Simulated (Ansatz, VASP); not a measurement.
# ScInTeSe: VASP beside Ansatz

```
Sc In Te Se
1.0
     4.13273    0.00000    0.00000
     0.00000    4.13273    0.00000
     0.00000    0.00000    6.47650
Sc In Te Se
1 1 1 1
Direct
  0.00000 0.00000 0.00000
  0.00000 0.00000 0.50000
  0.50000 0.50000 0.00000
  0.50000 0.50000 0.50000
```

Alike in both runs: functional PBE; k mesh 3 × 3 × 3; occupations gaussian, width 0.15 eV; no spin polarisation.

Ansatz relaxed the structure, and its values are those at the end. VASP's run is a single point on that final structure, the one shown.

```csv
,VASP,Ansatz
version,VASP 6.6.1,Ansatz 0.2.0
potentials or method,"VASP PAW PBE potentials, release 64 (Sc_sv, In_d, Te, Se), cutoff 500 eV","scalar-relativistic, plane waves, PAW"
valence electrons in the cell,36,56
```

```tsv
	VASP	Ansatz	Ansatz less VASP
gap on the k mesh at the Fermi level (eV)	none	none	-
pressure (GPa)	0.3	0.3	-0.04
```

A gap of «none» marks a metal or a gap that the smearing closes. VASP's potentials hold 36 valence electrons a cell and Ansatz's 56, so a difference there can come from the potentials and not from the codes.

The k mesh is coarse, so the values compare programs but aren't converged. Neither program's run includes spin-orbit coupling.
